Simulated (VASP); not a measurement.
# PbF2 (I4/mmm) in VASP: notebook

PbF2 is run at these levels: PBE; tasks: single point.

Everything below comes from runs of VASP 6.6.1. Logs are shortened: lines on timing, memory, paths and dates and some standing lists are left out, and cuts for length are marked.

## 1. The cell of the first run

The structure is tetragonal, space group I4/mmm (No. 139). The conventional cell has a = 3.669 Å, b = 3.669 Å, c = 7.783 Å, α = 90.00°, β = 90.00°, γ = 90.00°. Pb (site symmetry 4/mmm) has 8 F at 2.67 Å within 3.5 Å. F (site symmetry -4m2) has 4 F at 2.59 Å and 4 Pb at 2.67 Å within 3.4 Å.

## 2. Single point, PBE

INCAR

```
ALGO = Normal ; EDIFF = 1E-6
ENCUT = 520 ; GGA = PE
ISIF = 2 ; ISMEAR = 0
LASPH = True ; LCHARG = False
LREAL = False ; LWAVE = False
NBANDS = 21 ; NELM = 100
PREC = Accurate ; SIGMA = 0.05
```

KPOINTS

```
k-points
0
Gamma
  8 8 8
```

POSCAR

```
PbF2
1.0
    0.0000000000      2.5944029432      3.8916044148
    2.5944029432      0.0000000000      3.8916044148
    2.5944029432      2.5944029432      0.0000000000
Pb F
1 2
Direct
    0.0000000000      0.0000000000      0.0000000000
    0.2500000000      0.2500000000      0.2500000000
    0.7500000000      0.7500000000      0.7500000000
```

Potentials or basis: VASP PAW PBE potentials, release 64 (Pb_d, F).

Command:

```console
> cat potpaw_PBE.64/Pb_d/POTCAR potpaw_PBE.64/F/POTCAR > POTCAR
> mpirun -np 1 vasp_std > vasp.out
```

OUTCAR:

```text
EDIFF = 1E-6
   ENCUT = 520
   GGA = PE
   ISIF = 2
   ISMEAR = 0
   LASPH = True
   LREAL = False
   NELM = 100
   PREC = Accurate

 ion  position               nearest neighbor table
   1  0.000  0.000  0.000-   3 2.67   2 2.67   3 2.67   2 2.67   3 2.67   3 2.67   2 2.67   2 2.67

   2  0.250  0.250  0.250-   1 2.67   1 2.67   1 2.67   1 2.67
   3  0.750  0.750  0.750-   1 2.67   1 2.67   1 2.67   1 2.67

  LATTYP: Found a body centered tetragonal cell.
 ALAT       =     3.6690398285
 C/A-ratio  =     2.1213203436

  Lattice vectors:

 A1 = (  -2.5944029432,   0.0000000000,   3.8916044148)
 A2 = (   2.5944029432,   0.0000000000,   3.8916044148)
 A3 = (   0.0000000000,   2.5944029432,  -3.8916044148)

Analysis of symmetry for initial positions (statically):
=====================================================================
 Subroutine PRICEL returns:
 Original cell was already a primitive cell.

 Routine SETGRP: Setting up the symmetry group for a
 body centered tetragonal supercell.

 Subroutine GETGRP returns: Found 16 space group operations
 (whereof 16 operations were pure point group operations)
 out of a pool of 16 trial point group operations.

The static configuration has the point symmetry D_4h.

Analysis of symmetry for dynamics (positions and initial velocities):
=====================================================================
 Subroutine PRICEL returns:
 Original cell was already a primitive cell.

 Routine SETGRP: Setting up the symmetry group for a
 body centered tetragonal supercell.

 Subroutine GETGRP returns: Found 16 space group operations
 (whereof 16 operations were pure point group operations)
 out of a pool of 16 trial point group operations.

The dynamic configuration has the point symmetry D_4h.

 Subroutine INISYM returns: Found 16 space group operations
 (whereof 16 operations are pure point group operations),
 and found     1 'primitive' translations

----------------------------------------------------------------------------------------

                                     Primitive cell

  volume of cell :      52.3882

  direct lattice vectors                    reciprocal lattice vectors
[... 83 lines left out ...]
   ISPIN  =      1    spin polarized calculation?
   LNONCOLLINEAR =      F non collinear calculations
   LSORBIT =      F    spin-orbit coupling
   LASPH  =      T    aspherical Exc in radial PAW
   ENCUT  =  520.0 eV  38.22 Ry    6.18 a.u.   8.70  8.70  6.82*2*pi/ulx,y,z
   NELM   =    100;   NELMIN=  2; NELMDL= -5     # of ELM steps
   EDIFF  = 0.1E-05   stopping-criterion for ELM
   LREAL  =      F    real-space projection
   EDIFFG = 0.1E-04   stopping-criterion for IOM
   NSW    =      0    number of steps for IOM
   IBRION =     -1    ionic relax: 0-MD 1-quasi-New 2-CG
   NFREE  =      0    steps in history (QN), initial steepest desc. (CG)
   ISIF   =      2    stress and relaxation
   ISYM   =      2    0-nonsym 1-usesym 2-fastsym
   POTIM  = 0.5000    time-step for ionic-motion
   TEBEG  =    0.0;   TEEND  =   0.0 temperature during run
   PSTRESS=    0.0 pullay stress
   NELECT =      28.0000    total number of electrons
   NUPDOWN=      -1.0000    fix difference up-down
   EMIN   =  10.00;   EMAX   =-10.00  energy-range for DOS
   EFERMI =   0.00;   METHOD = LEGACY
   ISMEAR =     0;   SIGMA  =   0.05  broadening in eV -4-tet -1-fermi 0-gaus
   EFERMI_NEDOS =   21; number of points for ismear=-14 and -15
   IALGO  =     38    algorithm
   IMIX   =      4    mixing-type and parameters
     AMIX     =   0.40;   BMIX     =  1.00
     AMIX_MAG =   1.60;   BMIX_MAG =  1.00
  volume/ion in A,a.u.               =      17.46       117.84
  Fermi-wavevector in a.u.,A,eV,Ry     =   1.328566  2.510625 24.015460  1.765086
  Thomas-Fermi vector in A             =   2.457794
   LORBIT       =      0    0 simple, 1 ext, 2 COOP (PROOUT), +10 PAW based schemes
   GGA     = PE    functional components
   LHFCALC =     F    Hartree Fock is set to
   AEXX    =    0.0000 exact exchange contribution
   IVDW    =     0    specifies the selected vdW correction
   LEPSILON=     F    determine dielectric tensor
   LRPA    =     F    only Hartree local field effects (RPA)
 non-spin polarized calculation
 Gauss-broadening in eV      SIGMA  =   0.05
  energy-cutoff  :      520.00
  volume of cell :       52.39
 maximum number of plane-waves:      1438
   NGX = 17   NGY = 17   NGZ = 13

 number of electron      28.0000006 magnetization

 Free energy of the ion-electron system (eV)
  ---------------------------------------------------
  ext. energy  EPLUGINS =         0.00000000
  ---------------------------------------------------
  free energy    TOTEN  =       -13.08676511 eV

  energy without entropy =      -13.08676511  energy(sigma->0) =      -13.08676511

 E-fermi :   2.3514     XC(G=0):  -9.5193

 val. band max:        2.0294238187   @ k =   0.5000   0.5000   0.0000
 cond. band min:       4.4326346240   @ k =   0.5000   0.0000   0.5000
 fundamental gap:      2.4032108053
 Fermi energy:         2.3514007455

 k-point     1 :       0.0000    0.0000    0.0000
  band No.  band energies     occupation
      1     -18.5919      2.00000
      2     -17.6339      2.00000
      3     -13.5227      2.00000
      4     -13.3317      2.00000
      5     -13.1655      2.00000
      6     -13.1495      2.00000
[... 565 lines left out ...]
     20      16.4565      0.00000
     21      18.0165      0.00000

 [... further k-points ...]

------------------------ aborting loop because EDIFF is reached ----------------------------------------

  FORCE on cell =-STRESS in cart. coord.  units (eV):
  Direction    XX          YY          ZZ          XY          YZ          ZX
  --------------------------------------------------------------------------------------
  -------------------------------------------------------------------------------------
  Total        2.9161884      2.9161884     -8.1339614      0.0000000      0.0000000      0.0000000
  in kB       89.1851660     89.1851660   -248.7591983      0.0000000      0.0000000      0.0000000
  external PRESSURE =     -23.4629554 kB  Pullay stress =       0.0000000 kB

 VOLUME and BASIS-vectors are now :
 -----------------------------------------------------------------------------
  energy-cutoff  :      520.00
  volume of cell :       52.39
      direct lattice vectors                 reciprocal lattice vectors
     0.000000000  2.594402943  3.891604415    -0.192722569  0.192722569  0.128481713
     2.594402943  0.000000000  3.891604415     0.192722569 -0.192722569  0.128481713
     2.594402943  2.594402943  0.000000000     0.192722569  0.192722569 -0.128481713

 POSITION                                       TOTAL-FORCE (eV/Angst)
 -----------------------------------------------------------------------------------
      0.00000      0.00000      0.00000        -0.000000      0.000000     -0.000000
      1.29720      1.29720      1.94580         0.000000      0.000000     -0.000000
      3.89160      3.89160      5.83741        -0.000000     -0.000000      0.000000
 -----------------------------------------------------------------------------------
    total drift:                                0.000000      0.000000      0.000000

  FREE ENERGIE OF THE ION-ELECTRON SYSTEM (eV)
  ---------------------------------------------------
  free  energy   TOTEN  =       -13.0867651094 eV

  energy  without entropy=      -13.0867651094  energy(sigma->0) =      -13.08676511
```

It took 60 s on 1 thread of Intel Xeon Platinum 8488C (Sapphire Rapids), shared host; peak memory 0.21 GiB.

What came out:

* Free energy: -13.0868 eV
* Pressure: -2.3 GPa
* Band gap on the k mesh: 2.40 eV, indirect (least direct gap 2.48 eV)

Stress tensor (GPa, compression positive):
```
  8.92   0.00   0.00
  0.00   8.92   0.00
  0.00   0.00 -24.88
```

Caveat: spin-orbit coupling is left out, which moves the levels of the heavy elements. A k mesh can miss the band edges.

## 3. Single point, PBE

This run uses another cell than the first one, of the same volume but with other edges.

INCAR

```
SYSTEM = PbF2
ALGO = Normal
EDIFF = 1E-6
ENCUT = 520
GGA = PE
ISIF = 2
ISMEAR = 0
LASPH = .TRUE.
LCHARG = .FALSE.
LREAL = .FALSE.
LWAVE = .FALSE.
NBANDS = 21
NELM = 100
PREC = Accurate
SIGMA = 0.05
```

KPOINTS

```
k-points
0
G
  8 8 8
  0 0 0
```

POSCAR

```
PbF2
1.0
    0.0000000000      3.0105379328      2.8901164154
    3.0105379328      0.0000000000      2.8901164154
    3.0105379328      3.0105379328      0.0000000000
Pb F
1 2
Direct
    0.0000000000      0.0000000000      0.0000000000
    0.2500000000      0.2500000000      0.2500000000
    0.7500000000      0.7500000000      0.7500000000
```

Potentials or basis: VASP PAW PBE potentials, release 64 (Pb_d, F).

Command:

```console
> cat potpaw_PBE.64/Pb_d/POTCAR potpaw_PBE.64/F/POTCAR > POTCAR
> mpirun -np 1 vasp_std > vasp.out
```

It took 48 s on 1 thread of Intel Xeon Platinum 8488C (Sapphire Rapids), shared host; peak memory 0.21 GiB.

Results (log left out):

```
Free energy            : -14.3297 eV
Pressure               : 1.9 GPa
Band gap on the k mesh : 4.26 eV, indirect (least direct gap 4.52 eV)
```

Stress tensor (GPa, compression positive):
```
1.23 0.00 0.00
0.00 1.23 0.00
0.00 0.00 3.38
```

Levels at points of the mesh, in eV from the valence-band top:
```
           k point  band 12  band 13  band 14  band 15  band 16  band 17
(0.00, 0.00, 0.00)    -2.10    -2.10    -1.82     6.57     6.76     6.76
(0.50, 0.00, 0.00)    -2.21    -2.15    -0.11     4.93     7.54     7.60
(0.50, 0.50, 0.00)    -1.63    -1.47    -0.38     4.26     7.76     7.76
(0.50, 0.00, 0.50)    -1.65    -1.47    -0.16     4.36     7.66     7.95
```

Caveat: spin-orbit coupling is left out, which moves the levels of the heavy elements. A k mesh can miss the band edges.
